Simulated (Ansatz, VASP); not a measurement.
## One calculation of CoO, two programs

The input INCAR:

```
ALGO = Normal ; EDIFF = 1E-7
ENCUT = 520 ; GGA = PE
ISIF = 2 ; ISMEAR = -1
ISPIN = 2 ; LASPH = T
LCHARG = T ; LDAU = T
LDAUJ = 0 0 ; LDAUL = -1 2
LDAUPRINT = 1 ; LDAUTYPE = 2
LDAUU = 0 3.32 ; LELF = T
LMAXMIX = 4 ; LORBIT = 11
LREAL = F ; LVHAR = T
LWAVE = F ; MAGMOM = 0 3
NBANDS = 18 ; NELM = 150
PREC = Accurate ; SIGMA = 0.03
```

The input KPOINTS:

```
k-points
0
Gamma
  8 8 8
```

The input POSCAR:

```
CoO
1.0
    0.0000000000      2.1290000000      2.1290000000
    2.1290000000      0.0000000000      2.1290000000
    2.1290000000      2.1290000000      0.0000000000
O Co
1 1
Direct
    0.5000000000      0.5000000000      0.5000000000
    0.0000000000      0.0000000000      0.0000000000
```

Input for Ansatz:

```yaml
crystal:
  lattice:
    - [0.0, 2.129, 2.129]
    - [2.129, 0.0, 2.129]
    - [2.129, 2.129, 0.0]
  atoms:
    - { symbol: O, position: [0.5, 0.5, 0.5] }
    - { symbol: Co, position: [0.0, 0.0, 0.0], spin: 3.0 }
magnetization:
  spin_polarized: true
hamiltonian:
  xc: pbe
  pseudopotentials: { kind: paw }
  hubbard: { sites: [{ species: Co, l: d, u_eff: 3.32 }] }
basis:
  ecutwfc: 420
kpoints:
  mp_grid: { grid: [8, 8, 8] }
scf:
  occupations: { method: fermi_dirac, width: 0.03 }
  lower_state_search: "off"
  algorithm: density_mixing
  max_iter: 60
  mixing: { algorithm: broyden, beta: 0.4, beta_mag: 0.4, spin_hold: "off" }
output:
  forces: true
  stress: true
```

Alike in both runs: task single point; functional PBE; k mesh 8 × 8 × 8; occupations fermi-dirac, width 0.03 eV; collinear spin; Hubbard terms Co d U = 3.32 eV.

|  | VASP | Ansatz |
| --- | --- | --- |
| version | VASP 6.6.1 | Ansatz 0.2.0 |
| potentials or method | VASP PAW PBE potentials, release 64 (O, Co), cutoff 520 eV | PAW, plane waves, scalar-relativistic |
| valence electrons in the cell | 15 | 23 |

```tsv
	VASP	Ansatz	Ansatz less VASP
pressure (GPa)	-1.5	1.2	+2.68
net moment per atom (μB)	1.50	1.42	-0.077
size of the moment on the site where the two differ most (μB)	2.73	2.50	-0.232
```

Site moments also hang on the region over which each program counts them. The programs project onto different local orbitals, so the same U acts differently, and such runs can settle in different states. VASP's potentials hold 15 valence electrons a cell and Ansatz's 23, so a difference there can come from the potentials and not from the codes. Ansatz's warnings: filled band counts differ across k points, stability check not made.
